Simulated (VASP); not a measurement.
# Fe: single point with SVWN5

The system is Fe.

```
Fe
1.0
     2.41782    0.00000    0.00000
    -1.20891    2.09389    0.00000
     0.00000    0.00000    3.81615
Fe
2
Direct
  0.66667 0.33333 0.75000
  0.33333 0.66667 0.25000
```

| Item | Value |
| --- | --- |
| Program | VASP 6.6.1 |
| Task | single point |
| Functional | SVWN5 |
| Potentials or basis | VASP PAW PBE potentials, release 64 (Fe) |
| Cutoff | 520 eV |
| k mesh | 12 × 12 × 7 |
| Occupations | fermi-dirac, width 0.05 eV |
| Spin | collinear spin, ferromagnetic start |
| Starting moments | [3.0, 3.0] μB |

| Item | Value |
| --- | --- |
| Pressure | -4.1 GPa |
| Net moment | 0.19 μB per cell |
| Site moments | Fe +0.09 μB |
| Valence electrons inside the program's atomic spheres | Fe 7.67 |

Stress tensor (GPa, compression positive):
```
-4.51  0.00  0.00
 0.00 -4.51  0.00
 0.00  0.00 -3.18
```

Levels at points of the mesh, in eV from the Fermi level:
Spin up:
```tsv
k point	band 5	band 6	band 7	band 8	band 9	band 10	band 11	band 12
(0.00, 0.00, 0.00)	-1.74	-1.39	-1.39	-1.03	-1.03	0.60	0.67	0.67
(0.50, 0.00, 0.00)	-2.20	-1.72	-1.24	0.78	1.03	1.08	2.80	5.07
```
Spin down:
```
           k point  band 4  band 5  band 6  band 7  band 8  band 9  band 10  band 11  band 12  band 13
(0.00, 0.00, 0.00)   -1.74   -1.59   -1.23   -1.23   -0.86   -0.86     0.64     0.86     0.86     9.40
(0.50, 0.00, 0.00)   -2.12   -2.08   -1.57   -1.09    0.97    1.22     1.27     2.95     5.20    11.84
```

Wall time 2.1 min on 1 thread of AMD EPYC 7R13, on a shared host, peak memory 0.12 GiB.

Caveat: the PAW data sets were made with another functional, which shifts forces and pressure a little.
